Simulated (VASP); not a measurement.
Wanted: the native input for a VASP 6.6.1 run.

```yaml
Task: electric field gradients
Functional: PBEsol
Potentials_or_basis: VASP PAW PBE potentials, release 64 (Mg)
Cutoff: 520 eV
k_mesh: 12 × 12 × 7
Occupations: fermi-dirac, width 0.08 eV
Spin: no spin polarisation
Dipole_correction: no
Further_INCAR_settings: ALGO = Normal; EDIFF = 1e-08; NBANDS = 9
```

The structure of Mg lies in POSCAR:

```
Mg
1.0
    3.1129933865      0.0000000000      0.0000000000
   -1.5564966932      2.6959313546      0.0000000000
    0.0000000000      0.0000000000      5.2103300000
Mg
2
Direct
    0.3333333333      0.6666666667      0.2500000000
    0.6666666667      0.3333333333      0.7500000000
```

This cell differs from its parent crystal: equal xx and yy strain of -3 %.

The input as run:

INCAR

```
SYSTEM = Mg
ALGO     = Normal         ! electronic algorithm
EDIFF    = 1E-8           ! SCF threshold, eV
ENCUT    = 520            ! plane-wave cutoff, eV
GGA      = PS             ! functional
ISIF     = 2              ! what is computed and relaxed
ISMEAR   = -1             ! smearing method
LASPH    = .TRUE.         ! aspherical terms in the spheres
LCHARG   = .FALSE.        ! write CHGCAR
LEFG     = .TRUE.       
LREAL    = .FALSE.        ! projectors in reciprocal space
LWAVE    = .FALSE.        ! write WAVECAR
NBANDS   = 9              ! bands
NELM     = 60             ! most SCF steps
PREC     = Accurate       ! precision mode
SIGMA    = 0.08           ! smearing width, eV
```

KPOINTS

```
k-points
0
G
  12 12 7
  0 0 0
```

Potentials or basis: VASP PAW PBE potentials, release 64 (Mg).

The run is started by

```sh
$ cat potpaw_PBE.64/Mg/POTCAR > POTCAR
$ mpirun -np 1 vasp_std > vasp.out
```

Results of the run:

* Pressure: 1.2 GPa
* Band gap on the k mesh: zero (band 2 reaches 3.92 eV, above the bottom of band 3 at 1.33 eV)

Caveat: the cell differs from its parent crystal (equal xx and yy strain of -3 %); without QUAD_EFG the Cq values of the log hold for a quadrupole moment of 1 mb, not for the nuclei; the PAW data sets were made with another functional, which shifts forces and pressure a little.

It took 10 s on 1 thread of Intel(R) Xeon(R) Platinum 8559C (Emerald Rapids), with other jobs on the host, peak memory 0.16 GiB.
